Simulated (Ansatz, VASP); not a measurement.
## BN in VASP and in Ansatz

POSCAR

```
BN
1.0
    2.5539396017      0.0000000000      0.0000000000
   -1.2769698009      2.2117765748      0.0000000000
    0.0000000000      0.0000000000      4.2268550000
B N
2 2
Direct
    0.6666666667      0.3333333333      0.9997240000
    0.3333333333      0.6666666667      0.4997240000
    0.5793227787      0.2693931696      0.5779594964
    0.3333333333      0.6666666667      0.1252760000
```

The input INCAR.step1:

```
SYSTEM = BN
PREC     = Accurate       ! precision mode
ENCUT    = 520            ! plane-wave cutoff, eV
ISMEAR   = 0              ! smearing method
SIGMA    = 0.05           ! smearing width, eV
LREAL    = .False.        ! projectors in reciprocal space
LASPH    = .True.         ! aspherical terms in the spheres
NELM     = 100            ! most SCF steps
NBANDS   = 16             ! bands
GGA      = PE             ! functional
ALGO     = Normal         ! electronic algorithm
EDIFF    = 1E-4           ! SCF threshold, eV
LWAVE    = .True.         ! write WAVECAR
LCHARG   = .False.        ! write CHGCAR
```

The input INCAR.step2:

```
SYSTEM = BN
PREC     = Accurate       ! precision mode
ENCUT    = 520            ! plane-wave cutoff, eV
EDIFF    = 1E-6           ! SCF threshold, eV
ISMEAR   = 0              ! smearing method
SIGMA    = 0.05           ! smearing width, eV
LREAL    = .False.        ! projectors in reciprocal space
LASPH    = .True.         ! aspherical terms in the spheres
NELM     = 100            ! most SCF steps
ALGO     = Normal         ! electronic algorithm
ISIF     = 2              ! what is computed and relaxed
LWAVE    = .False.        ! write WAVECAR
LCHARG   = .True.         ! write CHGCAR
METAGGA  = R2SCAN         ! meta-GGA
LMIXTAU  = .True.       
LELF     = .True.         ! ELF
LVHAR    = .True.       
NBANDS   = 16             ! bands
ISTART   = 1
```

Contents of KPOINTS:

```
regular mesh
0
Gamma
  12 12 6
  0 0 0
```

Input for Ansatz:

```yaml
crystal:
  lattice:
    - [2.5539396017, 0.0, 0.0]
    - [-1.2769698009, 2.2117765748, 0.0]
    - [0.0, 0.0, 4.226855]
  atoms:
    - { symbol: B, position: [0.6666666667, 0.3333333333, 0.999724] }
    - { symbol: B, position: [0.3333333333, 0.6666666667, 0.499724] }
    - { symbol: "N", position: [0.5793227787, 0.2693931696, 0.5779594964] }
    - { symbol: "N", position: [0.3333333333, 0.6666666667, 0.125276] }
basis:
  ecutwfc: 500
kpoints:
  mp_grid: { grid: [12, 12, 6] }
hamiltonian:
  xc: r2scan
scf:
  occupations: { method: gaussian, width: 0.05 }
output:
  forces: true
  stress: true
  eigenvalues: true
```

Alike in both runs: task single point; functional r2SCAN; k mesh 12 × 12 × 6; occupations gaussian, width 0.05 eV; no spin polarisation.

|  | VASP | Ansatz |
| --- | --- | --- |
| version | VASP 6.6.1 | Ansatz 0.2.0 |
| potentials or method | VASP PAW PBE potentials, release 64 (B, N), cutoff 520 eV | scalar-relativistic, plane waves, PAW |
| valence electrons in the cell | 16 | 16 |

Ansatz gave:

```
gap on the k mesh at the Fermi level (eV)                     : 5.03
least direct gap on the mesh (eV)                             : 7.02
pressure (GPa)                                                : 9.8
traceless stress, the component that is largest in VASP (GPa) : -10.81
rms of the force components (eV/Å)                            : 3.209
```

Problem. Which values does VASP return?

Solution. gap on the k mesh at the Fermi level (eV): 5.02; least direct gap on the mesh (eV): 7.02; pressure (GPa): 10.7; traceless stress, the component that is largest in VASP (GPa): -10.81; rms of the force components (eV/Å): 3.204.

VASP's potentials were made for PBE, not for r2SCAN. Atom by atom the forces differ by 0.015 eV/Å (rms over components).
